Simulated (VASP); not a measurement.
Write the native input for VASP 6.6.1 that does the following.

* Task: single point
* Functional: PBE
* Potentials or basis: VASP PAW PBE potentials, release 64 (Y_sv, Si, F)
* Cutoff: 520 eV
* k mesh: 4 × 4 × 4
* Occupations: gaussian, width 0.1 eV
* Spin: no spin polarisation
* Dipole correction: no
* Further INCAR settings: ALGO = Normal; EDIFF = 1e-07; NBANDS = 47

The structure of YSiF3 lies in POSCAR:

```
YSiF3
1.0
    2.7737547000      1.6014280300      4.5295224700
   -2.7737547000      1.6014280300      4.5295224700
    0.0000000000     -3.2028560500      4.5295224700
Y Si F
2 2 6
Direct
    0.7500000000      0.7500000000      0.7500000000
    0.2500000000      0.2500000000      0.2500000000
    0.5000000000      0.5000000000      0.5000000000
    0.0000000000      0.0000000000      0.0000000000
    0.8230538300      0.2500000000      0.6769461700
    0.6769461700      0.8230538300      0.2500000000
    0.2500000000      0.6769461700      0.8230538300
    0.1769461700      0.7500000000      0.3230538300
    0.3230538300      0.1769461700      0.7500000000
    0.7500000000      0.3230538300      0.1769461700
```

These files were run (other wordings do the same):

INCAR

```
SYSTEM = YSiF3
PREC = Accurate
ENCUT = 520
EDIFF = 1E-7
ISMEAR = 0
SIGMA = 0.1
LREAL = .FALSE.
LASPH = .TRUE.
NELM = 80
ALGO = Normal
ISIF = 2
LWAVE = .FALSE.
LCHARG = .TRUE.
GGA = PE
LELF = .TRUE.
LVHAR = .TRUE.
NBANDS = 47
```

KPOINTS

```
Automatic mesh
0
G
  4 4 4
  0 0 0
```

Potentials or basis: VASP PAW PBE potentials, release 64 (Y_sv, Si, F).

The run is started by

```sh
$ cat potpaw_PBE.64/Y_sv/POTCAR potpaw_PBE.64/Si/POTCAR potpaw_PBE.64/F/POTCAR > POTCAR
$ mpirun -np 1 vasp_std > vasp.out
```

It gave:

The pressure is 36.4 GPa and the largest force is 0.519 eV/Å. The band gap on the k mesh is zero (band 36 reaches 8.97 eV, above the bottom of band 37 at 8.09 eV).

It took 91 s on 1 thread of AMD EPYC 7R13 Processor (Zen 3), with other jobs on the host, peak memory 0.26 GiB.
